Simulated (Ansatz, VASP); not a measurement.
# MoS2: VASP beside Ansatz

```
Mo S
1.0
     3.18427    0.00000    0.00000
    -1.59213    2.75766    0.00000
     0.00000    0.00000   12.99040
Mo S
2 4
Direct
  0.66667 0.33333 0.25000
  0.33333 0.66667 0.75000
  0.66667 0.33333 0.63047
  0.33333 0.66667 0.36953
  0.66667 0.33333 0.86953
  0.33333 0.66667 0.13047
```

Alike in both runs: functional r2SCAN; k mesh 12 × 12 × 2; occupations gaussian, width 0.02 eV; no spin polarisation.

Ansatz relaxed the structure, and its values are those at the end. VASP's run is a single point on that final structure, the one shown.

|  | VASP | Ansatz |
| --- | --- | --- |
| version | VASP 6.6.1 | Ansatz 0.2.0 |
| potentials or method | VASP PAW PBE potentials, release 64 (Mo_sv, S), cutoff 550 eV | scalar-relativistic, plane waves, PAW |
| valence electrons in the cell | 52 | 52 |

VASP gave:

| Property | Result |
| --- | --- |
| gap on the k mesh at the Fermi level (eV) | 1.18 |
| least direct gap on the mesh (eV) | 1.73 |
| pressure (GPa) | 0.1 |

Q: What did Ansatz give for the same quantities?

A: gap on the k mesh at the Fermi level (eV): 1.16; least direct gap on the mesh (eV): 1.72; pressure (GPa): 0.0.

VASP's potentials were made for PBE, not for r2SCAN. The functional is the same, so the differences come from potentials, cutoffs and numerics.
